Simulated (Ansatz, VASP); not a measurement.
# Ta4O: VASP beside Ansatz

INCAR

```
ALGO = Normal
EDIFF = 1E-6
EDIFFG = -0.01
ENCUT = 600
GGA = PS
IBRION = 2
ISIF = 3
ISMEAR = -1
LASPH = T
LCHARG = F
LREAL = F
LWAVE = F
NELM = 80
NSW = 60
PREC = Accurate
SIGMA = 0.05
```

KPOINTS

```
k-points
0
Gamma
  8 8 4
```

POSCAR

```
Ta4O
1.0
    3.2574970000      0.0000000000      0.0000000000
    0.0000000000      3.2574970000      0.0000000000
    0.0000000000      0.0000000000      7.4093410000
Ta O
4 1
Direct
    0.0000000000      0.0000000000      0.0000000000
    0.5000000000      0.5000000000      0.2168420000
    0.5000000000      0.5000000000      0.7831580000
    0.0000000000      0.0000000000      0.5000000000
    0.5000000000      0.5000000000      0.5000000000
```

Contents of input.yaml:

```yaml
crystal:
  lattice:
    - [3.257497, 0.0, 0.0]
    - [0.0, 3.257497, 0.0]
    - [0.0, 0.0, 7.409341]
  atoms:
    - { symbol: Ta, position: [0.0, 0.0, 0.0] }
    - { symbol: Ta, position: [0.5, 0.5, 0.216842] }
    - { symbol: Ta, position: [0.5, 0.5, 0.783158] }
    - { symbol: Ta, position: [0.0, 0.0, 0.5] }
    - { symbol: O, position: [0.5, 0.5, 0.5] }
hamiltonian:
  xc: pbesol
  pseudopotentials: { kind: paw }
kpoints:
  mp_grid: { grid: [8, 8, 4] }
scf:
  occupations: { method: fermi_dirac, width: 0.05 }
output:
  forces: true
  stress: true
  eigenvalues: true
relax:
  f_tol: 0.01
  max_steps: 40
  cell: { stress_tol: 0.05 }
```

Alike in both runs: task relaxation of cell and atoms; functional PBEsol; k mesh 8 × 8 × 4; occupations fermi-dirac, width 0.05 eV; no spin polarisation.

|  | VASP | Ansatz |
| --- | --- | --- |
| version | VASP 6.6.1 | Ansatz 0.2.0 |
| potentials or method | VASP PAW PBE potentials, release 64 (Ta_pv, O) | Ansatz PAW |
| plane-wave cutoff (eV) | 600 | 420 |
| valence electrons in the cell | 50 | 58 |

```tsv
	VASP	Ansatz	Ansatz less VASP
gap on the k mesh at the Fermi level, each at its own relaxed structure (eV)	none	none	-
relaxed volume (Å³/atom)	15.16	15.14	-0.020
relaxed cell length with the largest relative difference (Å)	7.345	7.341	-0.0034
```

VASP's potentials were made for PBE, not for PBEsol. A gap of «none» marks a metal or a gap that the smearing closes. VASP's potentials hold 50 valence electrons a cell and Ansatz's 58, so a difference there can come from the potentials and not from the codes.

Neither program's run includes spin-orbit coupling. Noted on Ansatz's run: the plane-wave basis is chosen anew once the cell has moved, so the energies of steps on either side of that aren't comparable.
